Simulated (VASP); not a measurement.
Wanted: the native input for a VASP 6.6.1 run.

- Task: single point
- Functional: PBE
- Potentials or basis: VASP PAW PBE potentials, release 64 (Ni, O)
- Cutoff: 520 eV
- k mesh: 20 × 20 × 20
- Occupations: gaussian, width 0.15 eV
- Spin: collinear spin, ferromagnetic start
- Starting moments: [1.61, 0.33] μB
- Dipole correction: no
- Further INCAR settings: ALGO = Normal; EDIFF = 1e-07; NBANDS = 19

The structure of NiO lies in POSCAR:

```
NiO
1.0
    0.0000000000      2.1958755000      2.1958755000
    2.1958755000      0.0000000000      2.1958755000
    2.1958755000      2.1958755000      0.0000000000
Ni O
1 1
Direct
    0.0000000000      0.0000000000      0.0000000000
    0.5000000000      0.5000000000      0.5000000000
```

This cell differs from its parent crystal: strain +0.050 along x and y, +0.050 along z.

One way to write it, as run:

INCAR

```
SYSTEM = NiO
ALGO = Normal
EDIFF = 1E-7
ENCUT = 520
GGA = PE
ISIF = 2
ISMEAR = 0
ISPIN = 2
LASPH = .True.
LCHARG = .True.
LELF = .True.
LMAXMIX = 4
LORBIT = 11
LREAL = .False.
LVHAR = .True.
LWAVE = .False.
MAGMOM = 1.61 0.33
NBANDS = 19
NELM = 150
PREC = Accurate
SIGMA = 0.15
```

KPOINTS

```
k-points
0
Gamma
  20 20 20
  0 0 0
```

Potentials or basis: VASP PAW PBE potentials, release 64 (Ni, O).

Launch:

```console
$ cat potpaw_PBE.64/Ni/POTCAR potpaw_PBE.64/O/POTCAR > POTCAR
$ mpirun -np 1 vasp_std > vasp.out
```

Results of the run:

```json
{
  "Pressure": "-16.7 GPa",
  "Net moment": "1.93 μB per cell",
  "Site moments": "Ni +1.57; O +0.31 μB",
  "Valence electrons inside the program's atomic spheres": "Ni 8.74; O 4.91"
}
```

Caveat: the cell differs from its parent crystal (strain +0.050 along x and y, +0.050 along z); a cell with one magnetic atom can't hold antiferromagnetic order, which such compounds often take.

Run time: 8.4 min on 1 thread of Oxide Virtual Turin-like Processor, on a shared host, peak memory 0.23 GiB.
